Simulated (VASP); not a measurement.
Bi2Se5:

```xyz
7
Lattice="4.1400 0.0000 0.0000 -2.0700 3.5853 0.0000 0.0000 0.0000 13.0700" Properties=species:S:1:pos:R:3 pbc="T T T"
Bi    2.0700    1.1951   11.1748
Bi    0.0000    2.3902    1.8951
Se    0.0000    2.3902    9.5672
Se    0.0000    0.0000    5.3587
Se    0.0000    0.0000    7.7113
Se    2.0700    1.1951    3.5028
Se    0.0000    0.0000    0.0000
```

```yaml
Program: VASP 6.6.1
Task: relaxation of cell and atoms
Functional: PBE
Potentials_or_basis: VASP PAW PBE potentials, release 64 (Bi_d, Se)
Cutoff: 600 eV
k_mesh: 3 × 3 × 1
Occupations: gaussian, width 0.15 eV
Spin: no spin polarisation
```

At the start: pressure 2.9 GPa; volume 27.71 Å³/atom.

Q: Where does the relaxation end?

A: Over 26 steps the energy falls by 124.4 meV/atom and the volume is 32.28 Å³/atom (+16.5 %); space group P-3m1 (No. 164, to 0.1 Å) before and after.

Step by step:
| step | energy change (eV) | largest force (eV/Å) | pressure (GPa) | volume (Å³) |
| --- | --- | --- | --- | --- |
| 1 | 0.0000 | 1.8898 | 2.89 | 194.00 |
| 2 | -0.3331 | 0.5600 | 0.13 | 208.39 |
| 3 | -0.3337 | 0.5747 | 0.06 | 208.99 |
| 4 | -0.4216 | 0.5736 | -0.53 | 211.58 |
| 5 | -0.5706 | 0.7197 | -1.89 | 219.02 |
| 6 | -0.6160 | 0.4184 | -1.43 | 217.84 |
| 7 | -0.6655 | 0.6144 | -0.32 | 215.29 |
| 8 | -0.6668 | 0.6588 | -0.08 | 214.77 |
| 9 | -0.6879 | 0.6364 | 0.01 | 214.02 |
| 10 | -0.7237 | 0.5664 | 0.35 | 211.71 |
| 11 | -0.7260 | 0.5406 | 0.48 | 210.91 |
| 12 | -0.7579 | 0.3328 | 0.54 | 211.38 |
| 13 | -0.7866 | 0.4537 | 0.77 | 212.43 |
| 14 | -0.8110 | 0.4115 | -0.09 | 216.42 |
| 15 | -0.8121 | 0.4339 | -0.31 | 217.52 |
| 16 | -0.8393 | 0.3117 | -0.20 | 219.58 |
| 17 | -0.8538 | 0.1378 | -0.03 | 222.52 |
| 18 | -0.8587 | 0.1928 | -0.10 | 223.06 |
| 19 | -0.8587 | 0.2144 | -0.10 | 223.10 |
| 20 | -0.8618 | 0.0732 | 0.15 | 222.84 |
| 21 | -0.8620 | 0.0975 | 0.24 | 222.75 |
| 22 | -0.8652 | 0.1050 | 0.14 | 223.57 |
| 23 | -0.8685 | 0.1241 | -0.06 | 225.56 |
| 24 | -0.8696 | 0.1300 | 0.04 | 225.70 |
| 25 | -0.8696 | 0.1182 | 0.03 | 225.69 |
| 26 | -0.8707 | 0.0688 | -0.03 | 225.96 |

Final structure:
```
CELL_PARAMETERS angstrom
4.11675 0.00000 0.00000
-2.05837 3.56521 0.00000
0.00000 0.00000 15.39547
ATOMIC_POSITIONS crystal
Bi 0.66667 0.33333 0.87096
Bi 0.33333 0.66667 0.12904
Se 0.33333 0.66667 0.76764
Se 0.00000 0.00000 0.42889
Se 0.00000 0.00000 0.57111
Se 0.66667 0.33333 0.23236
Se 0.00000 0.00000 0.00000
```

Caveat: the k points lie up to 0.59 Å⁻¹ apart in the final cell, too coarse for converged energies and pressures of a metal; the volume moved by over 15 % at a fixed basis, so the end points are rough; this functional lacks dispersion, which binds the layers, so the pressure and a relaxed spacing across them are unreliable; the relaxation stopped at a loose force limit of 0.08 eV/Å, so its end isn't a converged minimum.
